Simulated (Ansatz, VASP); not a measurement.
# Two plane-wave programs on TiO2

```xyz
12
Lattice="-4.5964 0.0000 2.9541 4.5964 0.0000 2.9541 0.0000 4.5964 -2.9541" Properties=species:S:1:pos:R:3 pbc="T T T"
Ti    2.2982    2.2982    0.0000
Ti   -2.2982    2.2982    0.0000
Ti    0.0000    0.0000    1.4770
Ti    0.0000    0.0000    4.4311
O     3.1962    3.1962    1.4770
O    -1.4003    3.1962    1.4770
O    -0.8980    0.8980    2.9541
O    -0.8980    0.8980    0.0000
O     0.8980    3.6985    0.0000
O    -3.6985    3.6985    0.0000
O     1.4003    1.4003    1.4770
O    -3.1962    1.4003    1.4770
```

Alike in both runs: functional r2SCAN; k mesh 6 × 6 × 6; occupations gaussian, width 0.02 eV; no spin polarisation.

Ansatz relaxed the structure, and its values are those at the end. VASP's run is a single point on that final structure, the one shown.

```csv
,VASP,Ansatz
version,VASP 6.6.1,Ansatz 0.2.0
potentials or method,"VASP PAW PBE potentials, release 64 (Ti_sv, O), cutoff 520 eV","scalar-relativistic, plane waves, PAW"
valence electrons in the cell,96,96
```

VASP gave:

- gap on the k mesh at the Fermi level (eV): 2.23
- least direct gap on the mesh (eV): 2.23
- pressure (GPa): 1.3
- rms of the force components (eV/Å): 0.015

Question: Which values does Ansatz return?

Answer: gap on the k mesh at the Fermi level (eV): 2.22; least direct gap on the mesh (eV): 2.22; pressure (GPa): 0.0; rms of the force components (eV/Å): 0.002.

VASP's potentials were made for PBE, not for r2SCAN. The functional is the same, so the differences come from potentials, cutoffs and numerics.
